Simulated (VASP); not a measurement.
# MgO (P-6m2) in VASP: further runs, part 2 of 3

VASP 6.6.1. The steps go on from the part before.

## (3) Single point, LDA (volume scaled by 0.96)

INCAR reads:

```
SYSTEM = MgO
  PREC = Accurate
  ENCUT = 520
  EDIFF = 1E-6
  ISMEAR = 0
  SIGMA = 0.05
  LREAL = .False.
  LASPH = .True.
  NELM = 60
  ALGO = Normal
  ISIF = 2
  LWAVE = .False.
  LCHARG = .False.
  GGA = CA
  NBANDS = 11
```

KPOINTS reads:

```
regular mesh
0
Gamma
  10 10 10
  0 0 0
```

POSCAR reads:

```
MgO
1.0
    2.8983130506      0.0000000000      0.0000000000
   -1.4491565253      2.5100127300      0.0000000000
    0.0000000000      0.0000000000      2.6434636685
Mg O
1 1
Direct
    0.0000000000      0.0000000000      0.0000000000
    0.3333333333      0.6666666667      0.5000000000
```

Potentials or basis: VASP PAW LDA potentials, release 64 (Mg, O).

Run with:

```sh
$ cat potpaw_LDA.64/Mg/POTCAR potpaw_LDA.64/O/POTCAR > POTCAR
$ mpirun -np 1 vasp_std > vasp.out
```

OUTCAR:

```text
SYSTEM = MgO
   PREC = Accurate
   ENCUT = 520
   EDIFF = 1E-6
   ISMEAR = 0
   LREAL = .False.
   LASPH = .True.
   NELM = 60
   ISIF = 2
   GGA = CA

 ion  position               nearest neighbor table
   1  0.000  0.000  0.000-   2 2.13   2 2.13   2 2.13   2 2.13   2 2.13   2 2.13
   2  0.333  0.667  0.500-   1 2.13   1 2.13   1 2.13   1 2.13   1 2.13   1 2.13

  LATTYP: Found a hexagonal cell.
 ALAT       =     2.8983130506
 C/A-ratio  =     0.9120697531

  Lattice vectors:

 A1 = (   2.8983130506,   0.0000000000,   0.0000000000)
 A2 = (  -1.4491565253,   2.5100127300,   0.0000000000)
 A3 = (   0.0000000000,   0.0000000000,   2.6434636685)

Analysis of symmetry for initial positions (statically):
=====================================================================
 Subroutine PRICEL returns:
 Original cell was already a primitive cell.

 Routine SETGRP: Setting up the symmetry group for a
 hexagonal supercell.

 Subroutine GETGRP returns: Found 12 space group operations
 (whereof 12 operations were pure point group operations)
 out of a pool of 24 trial point group operations.

The static configuration has the point symmetry D_3h.

Analysis of symmetry for dynamics (positions and initial velocities):
=====================================================================
 Subroutine PRICEL returns:
 Original cell was already a primitive cell.

 Routine SETGRP: Setting up the symmetry group for a
 hexagonal supercell.

 Subroutine GETGRP returns: Found 12 space group operations
 (whereof 12 operations were pure point group operations)
 out of a pool of 24 trial point group operations.

The dynamic configuration has the point symmetry D_3h.

 Subroutine INISYM returns: Found 12 space group operations
 (whereof 12 operations are pure point group operations),
 and found     1 'primitive' translations

----------------------------------------------------------------------------------------

                                     Primitive cell

  volume of cell :      19.2307

  direct lattice vectors                    reciprocal lattice vectors
     2.898313051  0.000000000  0.000000000     0.345028291  0.199202177  0.000000000
    -1.449156525  2.510012730  0.000000000     0.000000000  0.398404354  0.000000000
     0.000000000  0.000000000  2.643463668     0.000000000  0.000000000  0.378291562

  length of vectors
     2.898313051  2.898313051  2.643463668     0.398404354  0.398404354  0.378291562

  position of ions in fractional coordinates (direct lattice)
     0.000000000  0.000000000  0.000000000
     0.333333333  0.666666667  0.500000000

  ion indices of the primitive-cell ions
   primitive index   ion index
                 1           1
                 2           2

----------------------------------------------------------------------------------------

 KPOINTS: regular mesh

Automatic generation of k-mesh.
 Grid dimensions read from file:
 generate k-points for:   10   10   10

 Generating k-lattice:

  Cartesian coordinates                     Fractional coordinates (reciprocal lattice)
     0.034502829  0.019920218  0.000000000     0.100000000  0.000000000  0.000000000
     0.000000000  0.039840435  0.000000000     0.000000000  0.100000000  0.000000000
     0.000000000  0.000000000  0.037829156     0.000000000  0.000000000  0.100000000

  Length of vectors
     0.039840435  0.039840435  0.037829156

  Shift w.r.t. Gamma in fractional coordinates (k-lattice)
     0.000000000  0.000000000  0.000000000

 Subroutine IBZKPT returns following result:
 ===========================================

 Found     84 irreducible k-points:

 Following reciprocal coordinates:
            Coordinates               Weight
  0.000000  0.000000  0.000000      1.000000
  0.100000  0.000000  0.000000      6.000000
  0.200000  0.000000  0.000000      6.000000
  0.300000  0.000000  0.000000      6.000000
  0.400000  0.000000  0.000000      6.000000
  0.500000  0.000000  0.000000      3.000000
[... 16 lines left out ...]
  0.300000  0.100000  0.100000     24.000000
  0.400000  0.100000  0.100000     24.000000
 [... further k-points ...]
   k-points           NKPTS =     84   k-points in BZ     NKDIM =     84   number of bands    NBANDS=     11
   number of dos      NEDOS =    301   number of ions     NIONS =      2
   total plane-waves  NPLWV =  11520
   dimension x,y,z NGX =    24 NGY =   24 NGZ =   20
   dimension x,y,z NGXF=    48 NGYF=   48 NGZF=   40
   ions per type =               1   1
   NGX,Y,Z   is equivalent  to a cutoff of  13.77, 13.77, 12.58 a.u.
   NGXF,Y,Z  is equivalent  to a cutoff of  27.53, 27.53, 25.16 a.u.
 SYSTEM =  MgO
   PREC   = accura    normal or accurate (medium, high low for compatibility)
   ISTART =      0    job   : 0-new  1-cont  2-samecut
   ICHARG =      2    charge: 1-file 2-atom 10-const
   ISPIN  =      1    spin polarized calculation?
   LNONCOLLINEAR =      F non collinear calculations
   LSORBIT =      F    spin-orbit coupling
   LASPH  =      T    aspherical Exc in radial PAW
   ENCUT  =  520.0 eV  38.22 Ry    6.18 a.u.   5.39  5.39  4.92*2*pi/ulx,y,z
   NELM   =     60;   NELMIN=  2; NELMDL= -5     # of ELM steps
   EDIFF  = 0.1E-05   stopping-criterion for ELM
   LREAL  =      F    real-space projection
   EDIFFG = 0.1E-04   stopping-criterion for IOM
   NSW    =      0    number of steps for IOM
   IBRION =     -1    ionic relax: 0-MD 1-quasi-New 2-CG
   NFREE  =      0    steps in history (QN), initial steepest desc. (CG)
   ISIF   =      2    stress and relaxation
   ISYM   =      2    0-nonsym 1-usesym 2-fastsym
   POTIM  = 0.5000    time-step for ionic-motion
   TEBEG  =    0.0;   TEEND  =   0.0 temperature during run
   PSTRESS=    0.0 pullay stress
   NELECT =       8.0000    total number of electrons
   NUPDOWN=      -1.0000    fix difference up-down
   EMIN   =  10.00;   EMAX   =-10.00  energy-range for DOS
   EFERMI =   0.00;   METHOD = LEGACY
   ISMEAR =     0;   SIGMA  =   0.05  broadening in eV -4-tet -1-fermi 0-gaus
   EFERMI_NEDOS =   21; number of points for ismear=-14 and -15
   IALGO  =     38    algorithm
   IMIX   =      4    mixing-type and parameters
     AMIX     =   0.40;   BMIX     =  1.00
     AMIX_MAG =   1.60;   BMIX_MAG =  1.00
  volume/ion in A,a.u.               =       9.62        64.89
  Fermi-wavevector in a.u.,A,eV,Ry     =   1.222100  2.309434 20.320678  1.493528
  Thomas-Fermi vector in A             =   2.357259
   LORBIT       =      0    0 simple, 1 ext, 2 COOP (PROOUT), +10 PAW based schemes
   GGA     = CA    functional components
   LHFCALC =     F    Hartree Fock is set to
   AEXX    =    0.0000 exact exchange contribution
   IVDW    =     0    specifies the selected vdW correction
   LEPSILON=     F    determine dielectric tensor
   LRPA    =     F    only Hartree local field effects (RPA)
 non-spin polarized calculation
 Gauss-broadening in eV      SIGMA  =   0.05
  energy-cutoff  :      520.00
  volume of cell :       19.23
 maximum number of plane-waves:       538
 NGX is ok and might be reduce to    24
   NGX = 11   NGY = 11   NGZ =  9

 number of electron       7.9999994 magnetization

 Free energy of the ion-electron system (eV)
  ---------------------------------------------------
  ext. energy  EPLUGINS =         0.00000000
  ---------------------------------------------------
  free energy    TOTEN  =       -12.71712441 eV

  energy without entropy =      -12.71712441  energy(sigma->0) =      -12.71712441

 E-fermi :   3.5797     XC(G=0): -11.4238

 val. band max:        3.2985187012   @ k =   0.3000   0.3000   0.0000
 cond. band min:       6.5613169920   @ k =   0.0000   0.0000   0.0000
 fundamental gap:      3.2627982909
 Fermi energy:         3.5796926399

 k-point     1 :       0.0000    0.0000    0.0000
  band No.  band energies     occupation
      1     -14.0793      2.00000
      2       2.6693      2.00000
      3       2.6693      2.00000
      4       2.8888      2.00000
      5       6.5613      0.00000
      6      15.0605      0.00000
      7      18.9382      0.00000
      8      18.9382      0.00000
      9      23.3951      0.00000
     10      24.5153      0.00000
     11      26.0822      0.00000
[... 309 lines left out ...]
 k-point    24 :       0.4000    0.1000    0.1000
  band No.  band energies     occupation
      1     -12.8338      2.00000
      2      -1.5228      2.00000
      3       1.5891      2.00000
      4       2.7911      2.00000
      5      10.4534      0.00000
      6      14.0015      0.00000
      7      16.8867      0.00000
      8      20.7403      0.00000
      9      21.3914      0.00000
     10      26.0672      0.00000
     11      27.3965      0.00000

 [... further k-points ...]
[... 5 lines left out ...]
  --------------------------------------------------------------------------------------
  -------------------------------------------------------------------------------------
  Total       -0.6721973     -0.6721973     -0.7027623      0.0000000      0.0000000      0.0000000
  in kB      -56.0031887    -56.0031887    -58.5496721      0.0000000      0.0000000      0.0000000
  external PRESSURE =     -56.8520165 kB  Pullay stress =       0.0000000 kB

 VOLUME and BASIS-vectors are now :
 -----------------------------------------------------------------------------
  energy-cutoff  :      520.00
  volume of cell :       19.23
      direct lattice vectors                 reciprocal lattice vectors
     2.898313051  0.000000000  0.000000000     0.345028291  0.199202177  0.000000000
    -1.449156525  2.510012730  0.000000000     0.000000000  0.398404354  0.000000000
     0.000000000  0.000000000  2.643463668     0.000000000  0.000000000  0.378291562

 POSITION                                       TOTAL-FORCE (eV/Angst)
 -----------------------------------------------------------------------------------
      0.00000      0.00000      0.00000        -0.000000      0.000000      0.000000
     -0.00000      1.67334      1.32173         0.000000      0.000000      0.000000
 -----------------------------------------------------------------------------------
    total drift:                                0.000000     -0.000000     -0.000000

  FREE ENERGIE OF THE ION-ELECTRON SYSTEM (eV)
  ---------------------------------------------------
  free  energy   TOTEN  =       -12.7171244096 eV

  energy  without entropy=      -12.7171244096  energy(sigma->0) =      -12.71712441
```

OSZICAR:

```text
N       E                     dE             d eps       ncg     rms          rms(c)
DAV:   1     0.113702576997E+02    0.11370E+02   -0.45987E+03  2147   0.641E+02
DAV:   2    -0.139431369279E+02   -0.25313E+02   -0.24703E+02  2158   0.134E+02
DAV:   3    -0.144764347779E+02   -0.53330E+00   -0.53292E+00  2208   0.164E+01
DAV:   4    -0.144777538214E+02   -0.13190E-02   -0.13190E-02  2037   0.915E-01
DAV:   5    -0.144777578607E+02   -0.40393E-05   -0.40393E-05  2188   0.483E-02    0.722E+00
DAV:   6    -0.128082174443E+02    0.16695E+01   -0.95445E+00  1878   0.165E+01    0.237E+00
DAV:   7    -0.127517490630E+02    0.56468E-01   -0.84510E-02  2038   0.247E+00    0.134E+00
DAV:   8    -0.127177007070E+02    0.34048E-01   -0.47542E-02  1890   0.201E+00    0.252E-01
DAV:   9    -0.127173642340E+02    0.33647E-03   -0.32001E-04  2194   0.135E-01    0.176E-01
DAV:  10    -0.127171269507E+02    0.23728E-03   -0.53315E-04  1953   0.206E-01    0.130E-02
DAV:  11    -0.127171244317E+02    0.25190E-05   -0.99680E-06  2099   0.161E-02    0.479E-03
DAV:  12    -0.127171244096E+02    0.22176E-07   -0.37077E-07  1044   0.424E-03
   1 F= -.12717124E+02 E0= -.12717124E+02  d E =-.331659E-17
```

stdout:

```text
POSCAR found type information on POSCAR MgO
 POSCAR found :  2 types and       2 ions
 scaLAPACK will be used
 LDA part: xc-table for (Slater(with rela. corr.)+CA(PZ))
 , standard interpolation
 POSCAR, INCAR and KPOINTS ok, starting setup
 FFT: planning ... GRIDC
 FFT: planning ... GRID_SOFT
 FFT: planning ... GRID
 WAVECAR not read
 entering main loop
```

It took 8.3 s on 1 thread of Intel Xeon 6975P-C, shared host; peak memory 0.14 GiB.

Results:

```
Free energy            : -12.7171 eV
Pressure               : -5.7 GPa
Band gap on the k mesh : 3.26 eV, indirect (least direct gap 3.67 eV)
```

 A k mesh can miss the band edges.

(Part 2 of 3 ends here.)
